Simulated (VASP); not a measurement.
Bi, 1 atom in the cell. It takes space group Pm-3m (No. 221, cubic). The conventional cell has a = 3.341 Å, b = 3.341 Å, c = 3.341 Å, α = 90.00°, β = 90.00°, γ = 90.00°. Bi (site symmetry m-3m) has 6 Bi at 3.34 Å within 4.4 Å. This isn't the form of Bi at room conditions, which is rhombohedral.

- Program: VASP 6.6.1
- Task: single point
- Functional: PBE
- Potentials or basis: VASP PAW PBE potentials, release 64 (Bi_d)
- Cutoff: 520 eV
- k mesh: 17 × 17 × 17
- Occupations: fermi-dirac, width 0.0612256 eV
- Spin: no spin polarisation
- Dipole correction: no
- Further INCAR settings: ALGO = Normal; EDIFF = 1e-07; NBANDS = 14

Potentials or basis: VASP PAW PBE potentials, release 64 (Bi_d).

The run is started by

```bash
$ cat potpaw_PBE.64/Bi_d/POTCAR > POTCAR
$ mpirun -np 1 vasp_std > vasp.out
```

Hardware: 1 thread of Intel Xeon 8259CL, with other jobs on the host.

**Question.** How long does it take, and how much memory?

**Answer.** It took 110 s on 1 thread of Intel Xeon 8259CL, on a shared host, peak memory 0.21 GiB. Counts: scf iterations 12, k points 165.
